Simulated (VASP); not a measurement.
A run of VASP 6.6.1 is set up as follows.

The input INCAR:

```
ALGO     = Normal         # electronic algorithm
EDIFF    = 1E-7           # SCF threshold, eV
ENCUT    = 520            # plane-wave cutoff, eV
GGA      = PE             # functional
ISIF     = 2              # what is computed and relaxed
ISMEAR   = 0              # smearing method
LASPH    = T              # aspherical terms in the spheres
LCHARG   = F              # write CHGCAR
LREAL    = F              # projectors in reciprocal space
LWAVE    = F              # write WAVECAR
NBANDS   = 17             # bands
NELM     = 80             # most SCF steps
PREC     = Accurate       # precision mode
SIGMA    = 0.03           # smearing width, eV
```

The input KPOINTS:

```
k-points
0
Gamma
  10 10 10
```

The input POSCAR:

```
PbS
1.0
    0.0000000000      2.9650000000      2.9650000000
    2.9650000000      0.0000000000      2.9650000000
    2.9650000000      2.9650000000      0.0000000000
Pb S
1 1
Direct
    0.0000000000      0.0000000000      0.0000000000
    0.5000000000      0.5000000000      0.5000000000
```

Potentials or basis: VASP PAW PBE potentials, release 64 (Pb_d, S).

Launch:

```sh
$ cat potpaw_PBE.64/Pb_d/POTCAR potpaw_PBE.64/S/POTCAR > POTCAR
$ mpirun -np 1 vasp_std > vasp.out
```

Estimate the pressure.

2.2 GPa.

What does it give for the band gap on the k mesh?

0.36 eV, direct.

Caveat: spin-orbit coupling is left out, which moves the levels of the heavy elements. A k mesh can miss the band edges.
